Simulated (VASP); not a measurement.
# SiO2 (P6_222) in VASP: a series of runs

SiO2 is run at these levels: PBE; tasks: single point.

All numbers are computed with VASP 6.6.1; they aren't measurements. Logs are shortened: lines on timing, memory, paths and dates and some standing lists are left out, and cuts for length are marked.

**1. The cell of the first run**

The structure is hexagonal, space group P6_222 (No. 180). The conventional cell has a = 5.156 Å, b = 5.156 Å, c = 5.640 Å, α = 90.00°, β = 90.00°, γ = 120.00°. Within 2.2 Å of Si (site symmetry 222) lie 4 O at 1.64 Å. Within 2.2 Å of O (site symmetry 2) lie 2 Si at 1.64 Å.

**2. Single point, PBE (14.43 Å³/atom)**

File INCAR:

```
SYSTEM = SiO2
ALGO = Normal
EDIFF = 1E-7
ENCUT = 520
GGA = PE
ISIF = 2
ISMEAR = 0
LASPH = .TRUE.
LCHARG = .FALSE.
LREAL = .FALSE.
LWAVE = .FALSE.
NBANDS = 34
NELM = 100
PREC = Accurate
SIGMA = 0.01
```

File KPOINTS:

```
k-points
0
G
  6 6 4
  0 0 0
```

File POSCAR:

```
SiO2
1.0
    5.1557226894      0.0000000000      0.0000000000
   -2.5778613447      4.4649868239      0.0000000000
    0.0000000000      0.0000000000      5.6398264507
Si O
3 6
Direct
    0.5000000000      0.5000000000      0.3333333333
    0.0000000000      0.5000000000      0.6666666667
    0.5000000000      0.0000000000      0.0000000000
    0.2080061346      0.7919938654      0.8333333333
    0.4160122692      0.2080061346      0.1666666667
    0.2080061346      0.4160122692      0.5000000000
    0.7919938654      0.2080061346      0.8333333333
    0.5839877308      0.7919938654      0.1666666667
    0.7919938654      0.5839877308      0.5000000000
```

Potentials or basis: VASP PAW PBE potentials, release 64 (Si, O).

Command:

```bash
$ cat potpaw_PBE.64/Si/POTCAR potpaw_PBE.64/O/POTCAR > POTCAR
$ mpirun -np 1 vasp_std > vasp.out
```

OUTCAR:

```text
SYSTEM = SiO2
   EDIFF = 1E-7
   ENCUT = 520
   GGA = PE
   ISIF = 2
   ISMEAR = 0
   LASPH = .TRUE.
   LREAL = .FALSE.
   NELM = 100
   PREC = Accurate

 ion  position               nearest neighbor table
   1  0.500  0.500  0.333-   5 1.64   8 1.64   6 1.64   9 1.64
   2  0.000  0.500  0.667-   4 1.64   7 1.64   6 1.64   9 1.64
   3  0.500  0.000  0.000-   5 1.64   8 1.64   7 1.64   4 1.64
   4  0.208  0.792  0.833-   2 1.64   3 1.64
   5  0.416  0.208  0.167-   1 1.64   3 1.64
   6  0.208  0.416  0.500-   2 1.64   1 1.64
   7  0.792  0.208  0.833-   2 1.64   3 1.64
   8  0.584  0.792  0.167-   1 1.64   3 1.64
   9  0.792  0.584  0.500-   2 1.64   1 1.64

  LATTYP: Found a hexagonal cell.
 ALAT       =     5.1557226894
 C/A-ratio  =     1.0938963925

  Lattice vectors:

 A1 = (   5.1557226894,   0.0000000000,   0.0000000000)
 A2 = (  -2.5778613447,   4.4649868239,   0.0000000000)
 A3 = (   0.0000000000,   0.0000000000,   5.6398264507)

Analysis of symmetry for initial positions (statically):
=====================================================================
 Subroutine PRICEL returns:
 Original cell was already a primitive cell.

 Routine SETGRP: Setting up the symmetry group for a
 hexagonal supercell.

 Subroutine GETGRP returns: Found 12 space group operations
 (whereof  4 operations were pure point group operations)
 out of a pool of 24 trial point group operations.

The static configuration has the point symmetry D_2 .
 The point group associated with its full space group is D_6 .

Analysis of symmetry for dynamics (positions and initial velocities):
=====================================================================
 Subroutine PRICEL returns:
 Original cell was already a primitive cell.

 Routine SETGRP: Setting up the symmetry group for a
 hexagonal supercell.

 Subroutine GETGRP returns: Found 12 space group operations
 (whereof  4 operations were pure point group operations)
 out of a pool of 24 trial point group operations.

The dynamic configuration has the point symmetry D_2 .
 The point group associated with its full space group is D_6 .

 Subroutine INISYM returns: Found 12 space group operations
 (whereof  4 operations are pure point group operations),
 and found     1 'primitive' translations

----------------------------------------------------------------------------------------

                                     Primitive cell

  volume of cell :     129.8301

  direct lattice vectors                    reciprocal lattice vectors
     5.155722689  0.000000000  0.000000000     0.193959229  0.111982413  0.000000000
    -2.577861345  4.464986824  0.000000000     0.000000000  0.223964827  0.000000000
     0.000000000  0.000000000  5.639826451     0.000000000  0.000000000  0.177310421

  length of vectors
     5.155722689  5.155722689  5.639826451     0.223964827  0.223964827  0.177310421

  position of ions in fractional coordinates (direct lattice)
     0.500000000  0.500000000  0.333333333
     0.000000000  0.500000000  0.666666667
     0.500000000  0.000000000  0.000000000
     0.208006135  0.791993865  0.833333333
     0.416012269  0.208006135  0.166666667
     0.208006135  0.416012269  0.500000000
     0.791993865  0.208006135  0.833333333
     0.583987731  0.791993865  0.166666667
     0.791993865  0.583987731  0.500000000

  ion indices of the primitive-cell ions
   primitive index   ion index
                 1           1
                 2           2
                 3           3
                 4           4
                 5           5
                 6           6
                 7           7
                 8           8
                 9           9

----------------------------------------------------------------------------------------

 KPOINTS: k-points

Automatic generation of k-mesh.
 Grid dimensions read from file:
 generate k-points for:    6    6    4

 Generating k-lattice:

  Cartesian coordinates                     Fractional coordinates (reciprocal lattice)
     0.032326538  0.018663736  0.000000000     0.166666667  0.000000000  0.000000000
     0.000000000  0.037327471  0.000000000     0.000000000  0.166666667  0.000000000
     0.000000000  0.000000000  0.044327605     0.000000000  0.000000000  0.250000000

  Length of vectors
     0.037327471  0.037327471  0.044327605

  Shift w.r.t. Gamma in fractional coordinates (k-lattice)
     0.000000000  0.000000000  0.000000000

 Subroutine IBZKPT returns following result:
 ===========================================

 Found     21 irreducible k-points:

 Following reciprocal coordinates:
            Coordinates               Weight
  0.000000  0.000000  0.000000      1.000000
  0.166667 -0.000000  0.000000      6.000000
  0.333333 -0.000000  0.000000      6.000000
  0.500000 -0.000000  0.000000      3.000000
  0.166667  0.166667  0.000000      6.000000
  0.333333  0.166667  0.000000     12.000000
[... 13 lines left out ...]
  0.333333  0.166667  0.500000     12.000000
  0.333333  0.333333  0.500000      2.000000
   k-points           NKPTS =     21   k-points in BZ     NKDIM =     21   number of bands    NBANDS=     34
   number of dos      NEDOS =    301   number of ions     NIONS =      9
   total plane-waves  NPLWV =  67200
   dimension x,y,z NGX =    40 NGY =   40 NGZ =   42
   dimension x,y,z NGXF=    80 NGYF=   80 NGZF=   84
   ions per type =               3   6
   NGX,Y,Z   is equivalent  to a cutoff of  12.90, 12.90, 12.38 a.u.
   NGXF,Y,Z  is equivalent  to a cutoff of  25.80, 25.80, 24.76 a.u.
 SYSTEM =  SiO2
   PREC   = accura    normal or accurate (medium, high low for compatibility)
   ISTART =      0    job   : 0-new  1-cont  2-samecut
   ICHARG =      2    charge: 1-file 2-atom 10-const
   ISPIN  =      1    spin polarized calculation?
   LNONCOLLINEAR =      F non collinear calculations
   LSORBIT =      F    spin-orbit coupling
   LASPH  =      T    aspherical Exc in radial PAW
   ENCUT  =  520.0 eV  38.22 Ry    6.18 a.u.   9.59  9.59 10.49*2*pi/ulx,y,z
   NELM   =    100;   NELMIN=  2; NELMDL= -5     # of ELM steps
   EDIFF  = 0.1E-06   stopping-criterion for ELM
   LREAL  =      F    real-space projection
   EDIFFG = 0.1E-05   stopping-criterion for IOM
   NSW    =      0    number of steps for IOM
   IBRION =     -1    ionic relax: 0-MD 1-quasi-New 2-CG
   NFREE  =      0    steps in history (QN), initial steepest desc. (CG)
   ISIF   =      2    stress and relaxation
   ISYM   =      2    0-nonsym 1-usesym 2-fastsym
   POTIM  = 0.5000    time-step for ionic-motion
   TEBEG  =    0.0;   TEEND  =   0.0 temperature during run
   PSTRESS=    0.0 pullay stress
   NELECT =      48.0000    total number of electrons
   NUPDOWN=      -1.0000    fix difference up-down
   EMIN   =  10.00;   EMAX   =-10.00  energy-range for DOS
   EFERMI =   0.00;   METHOD = LEGACY
   ISMEAR =     0;   SIGMA  =   0.01  broadening in eV -4-tet -1-fermi 0-gaus
   EFERMI_NEDOS =   21; number of points for ismear=-14 and -15
   IALGO  =     38    algorithm
   IMIX   =      4    mixing-type and parameters
     AMIX     =   0.40;   BMIX     =  1.00
     AMIX_MAG =   1.60;   BMIX_MAG =  1.00
  volume/ion in A,a.u.               =      14.43        97.35
  Fermi-wavevector in a.u.,A,eV,Ry     =   1.174979  2.220388 18.783870  1.380576
  Thomas-Fermi vector in A             =   2.311367
   LORBIT       =      0    0 simple, 1 ext, 2 COOP (PROOUT), +10 PAW based schemes
   GGA     = PE    functional components
   LHFCALC =     F    Hartree Fock is set to
   AEXX    =    0.0000 exact exchange contribution
   IVDW    =     0    specifies the selected vdW correction
   LEPSILON=     F    determine dielectric tensor
   LRPA    =     F    only Hartree local field effects (RPA)
 non-spin polarized calculation
 Gauss-broadening in eV      SIGMA  =   0.01
  energy-cutoff  :      520.00
  volume of cell :      129.83
 maximum number of plane-waves:      3519
 NGX is ok and might be reduce to    40
   NGX = 19   NGY = 19   NGZ = 21

 number of electron      47.9999991 magnetization

 Free energy of the ion-electron system (eV)
  ---------------------------------------------------
  ext. energy  EPLUGINS =         0.00000000
  ---------------------------------------------------
  free energy    TOTEN  =       -71.07444719 eV

  energy without entropy =      -71.07444719  energy(sigma->0) =      -71.07444719

 E-fermi :   0.2833     XC(G=0):  -8.4964

 val. band max:        0.1400062410   @ k =   0.5000  -0.0000   0.0000
 cond. band min:       5.4819639996   @ k =   0.0000   0.0000   0.0000
 fundamental gap:      5.3419577586
 Fermi energy:         0.2833035125

 k-point     1 :       0.0000    0.0000    0.0000
  band No.  band energies     occupation
      1     -18.9929      2.00000
      2     -17.6331      2.00000
      3     -17.6331      2.00000
      4     -17.0743      2.00000
      5     -17.0440      2.00000
      6     -17.0440      2.00000
[... 26 lines left out ...]
     33      12.5381      0.00000
     34      12.5385      0.00000

 k-point     2 :       0.1667   -0.0000    0.0000
  band No.  band energies     occupation
      1     -18.9237      2.00000
      2     -17.7284      2.00000
      3     -17.6294      2.00000
      4     -17.0732      2.00000
      5     -17.0515      2.00000
      6     -17.0481      2.00000
[... 26 lines left out ...]
     33      12.3166      0.00000
     34      12.7745      0.00000
[... 664 lines left out ...]
     33      11.0525      0.00000
     34      11.4906      0.00000

 k-point    21 :       0.3333    0.3333    0.5000
  band No.  band energies     occupation
      1     -18.5342      2.00000
      2     -17.9184      2.00000
      3     -17.9184      2.00000
      4     -17.0836      2.00000
      5     -17.0655      2.00000
      6     -17.0655      2.00000
[... 26 lines left out ...]
     33      11.3532      0.00000
     34      11.3667      0.00000

------------------------ aborting loop because EDIFF is reached ----------------------------------------

  FORCE on cell =-STRESS in cart. coord.  units (eV):
  Direction    XX          YY          ZZ          XY          YZ          ZX
  --------------------------------------------------------------------------------------
  -------------------------------------------------------------------------------------
  Total       -3.8548375     -3.8548375     -3.8364319     -0.0000000      0.0000000     -0.0000000
  in kB      -47.5708798    -47.5708798    -47.3437450     -0.0000000      0.0000000     -0.0000000
  external PRESSURE =     -47.4951682 kB  Pullay stress =       0.0000000 kB

 VOLUME and BASIS-vectors are now :
 -----------------------------------------------------------------------------
  energy-cutoff  :      520.00
  volume of cell :      129.83
      direct lattice vectors                 reciprocal lattice vectors
     5.155722689  0.000000000  0.000000000     0.193959229  0.111982413  0.000000000
    -2.577861345  4.464986824  0.000000000     0.000000000  0.223964827  0.000000000
     0.000000000  0.000000000  5.639826451     0.000000000  0.000000000  0.177310421

 POSITION                                       TOTAL-FORCE (eV/Angst)
 -----------------------------------------------------------------------------------
      1.28893      2.23249      1.87994         0.000000     -0.000000      0.000000
     -1.28893      2.23249      3.75988         0.000000     -0.000000      0.000000
      2.57786      0.00000      0.00000         0.000000     -0.000000     -0.000000
     -0.96923      3.53624      4.69986         0.188164     -0.108637     -0.000000
      1.60863      0.92874      0.93997         0.188164      0.108637     -0.000000
     -0.00000      1.85749      2.81991         0.000000      0.217273      0.000000
      3.54709      0.92874      4.69986        -0.188164      0.108637     -0.000000
      0.96923      3.53624      0.93997        -0.188164     -0.108637      0.000000
      2.57786      2.60750      2.81991         0.000000     -0.217273     -0.000000
 -----------------------------------------------------------------------------------
    total drift:                                0.000000     -0.000000     -0.000001

  FREE ENERGIE OF THE ION-ELECTRON SYSTEM (eV)
  ---------------------------------------------------
  free  energy   TOTEN  =       -71.0744471929 eV

  energy  without entropy=      -71.0744471929  energy(sigma->0) =      -71.07444719
```

Wall time 38 s (1 thread of Intel Xeon 6975P-C (Granite Rapids), shared host); peak memory 0.26 GiB.

Results:

```
Free energy            : -71.0744 eV
Pressure               : -4.7 GPa
Largest force          : 0.217 eV/Å
Band gap on the k mesh : 5.34 eV (least direct gap 5.51 eV)
```

Forces on the atoms (eV/Å):
```
Si   0.000  0.000  0.000
Si   0.000  0.000  0.000
Si   0.000  0.000  0.000
O    0.188 -0.109  0.000
O    0.188  0.109  0.000
O    0.000  0.217  0.000
O   -0.188  0.109  0.000
O   -0.188 -0.109  0.000
O    0.000 -0.217  0.000
```

Caveat: the cell stands under tension.

**3. Single point, PBE (14.85 Å³/atom)**

This run uses another cell than the first one, of 14.85 Å³/atom.

File INCAR:

```
SYSTEM = SiO2
PREC = Accurate
ENCUT = 520
EDIFF = 1E-7
ISMEAR = 0
SIGMA = 0.01
LREAL = .FALSE.
LASPH = .TRUE.
NELM = 100
ALGO = Normal
ISIF = 2
LWAVE = .FALSE.
LCHARG = .FALSE.
GGA = PE
NBANDS = 34
```

File KPOINTS:

```
regular mesh
0
G
  6 6 4
  0 0 0
```

Edit POSCAR of step 2 so:

```diff
@@ -2,5 +2,5 @@
 1.0
-    5.1557226894      0.0000000000      0.0000000000
-   -2.5778613447      4.4649868239      0.0000000000
-    0.0000000000      0.0000000000      5.6398264507
+    5.2052999874      0.0000000000      0.0000000000
+   -2.6026499937      4.5079220234      0.0000000000
+    0.0000000000      0.0000000000      5.6940588781
 Si O
```

Potentials or basis: VASP PAW PBE potentials, release 64 (Si, O).

Command:

```bash
$ cat potpaw_PBE.64/Si/POTCAR potpaw_PBE.64/O/POTCAR > POTCAR
$ mpirun -np 1 vasp_std > vasp.out
```

Run time: 40 s. Hardware: 1 thread of Intel Xeon 6975P-C (Granite Rapids), shared host; peak memory 0.27 GiB.

The run converged. Its results:

| Property | Result |
| --- | --- |
| Free energy | -70.9162 eV |
| Pressure | -8.9 GPa |
| Largest force | 0.397 eV/Å |
| Band gap on the k mesh | 5.11 eV (least direct gap 5.28 eV) |

Forces in eV/Å, atoms in the order of the input:
```
Si   0.000  0.000  0.000
Si   0.000  0.000  0.000
Si   0.000  0.000  0.000
O    0.343 -0.198  0.000
O    0.343  0.198  0.000
O    0.000  0.397  0.000
O   -0.343  0.198  0.000
O   -0.343 -0.198  0.000
O    0.000 -0.397  0.000
```

Levels at points of the mesh, in eV from the valence-band top:
| k point | band 22 | band 23 | band 24 | band 25 | band 26 | band 27 |
| --- | --- | --- | --- | --- | --- | --- |
| (0.00, 0.00, 0.00) | -0.40 | -0.40 | -0.17 | 5.11 | 8.51 | 8.51 |
| (0.50, 0.00, 0.00) | -0.88 | -0.31 | 0.00 | 7.13 | 7.93 | 9.09 |
| (0.00, 0.00, 0.50) | -0.28 | 0.00 | 0.00 | 6.93 | 6.93 | 8.18 |
| (0.50, 0.00, 0.50) | -0.66 | -0.64 | -0.30 | 7.41 | 8.20 | 8.94 |

Caveat: the cell stands under tension. A k mesh can miss the band edges.
